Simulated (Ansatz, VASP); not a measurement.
C: VASP beside Ansatz

Contents of INCAR:

```
SYSTEM = C
PREC = Accurate
ENCUT = 600
EDIFF = 1E-6
ISMEAR = 0
SIGMA = 0.15
LREAL = .False.
LASPH = .True.
NELM = 120
ALGO = Normal
ISIF = 2
LWAVE = .False.
LCHARG = .False.
GGA = PE
IVDW = 12
NBANDS = 16
GGA_COMPAT = .False.
```

KPOINTS

```
regular mesh
0
Gamma
  24 24 2
  0 0 0
```

POSCAR

```
C
1.0
    2.2803727669      0.0000000000      0.0000000000
   -1.1401863834      2.2951084348      0.0000000000
    0.0000000000      0.0000000000     23.9222939139
C
4
Direct
    0.0000000000      0.0000000000      0.5711557753
    0.0000000000      0.0000000000      0.4288442247
    0.3333333333      0.6666666667      0.4288237756
    0.6666666667      0.3333333333      0.5711762244
```

Input for Ansatz:

```yaml
crystal:
  lattice:
    - [2.2803727669, 0.0, 0.0]
    - [-1.1401863834, 2.2951084348, 0.0]
    - [0.0, 0.0, 23.9222939139]
  atoms:
    - { symbol: C, position: [0.0, 0.0, 0.5711557753] }
    - { symbol: C, position: [0.0, 0.0, 0.4288442247] }
    - { symbol: C, position: [0.3333333333, 0.6666666667, 0.4288237756] }
    - { symbol: C, position: [0.6666666667, 0.3333333333, 0.5711762244] }
basis:
  ecutwfc: 420
kpoints:
  mp_grid: { grid: [24, 24, 2] }
hamiltonian:
  xc: pbe
  dispersion: d3bj
scf:
  occupations: { method: gaussian, width: 0.15 }
output:
  forces: true
  stress: true
  eigenvalues: true
  write_density: true
  write_potential: true
  elf: true
  volumetric_format: npy
```

Change from the starting cell: strain -0.0750 x Voigt [1, -1, 0, 0, 0, 0], atoms carried along.

Alike in both runs: task single point; functional PBE; dispersion D3(BJ); k mesh 24 × 24 × 2; occupations gaussian, width 0.15 eV; no spin polarisation.

|  | VASP | Ansatz |
| --- | --- | --- |
| version | VASP 6.6.1 | Ansatz 0.2.0 |
| potentials or method | VASP PAW PBE potentials, release 64 (C), cutoff 600 eV | scalar-relativistic, plane waves, PAW |
| valence electrons in the cell | 16 | 16 |

Ansatz gave:

- gap on the k mesh at the Fermi level (eV): 0.48
- least direct gap on the mesh (eV): 0.48
- rms of the force components (eV/Å): 0.645

Question: Estimate VASP's values.

Answer: gap on the k mesh at the Fermi level (eV): 0.48; least direct gap on the mesh (eV): 0.48; rms of the force components (eV/Å): 0.667.

Atom by atom the forces differ by 0.022 eV/Å (rms over components). Ansatz's warnings: xc potential rough in thin density.
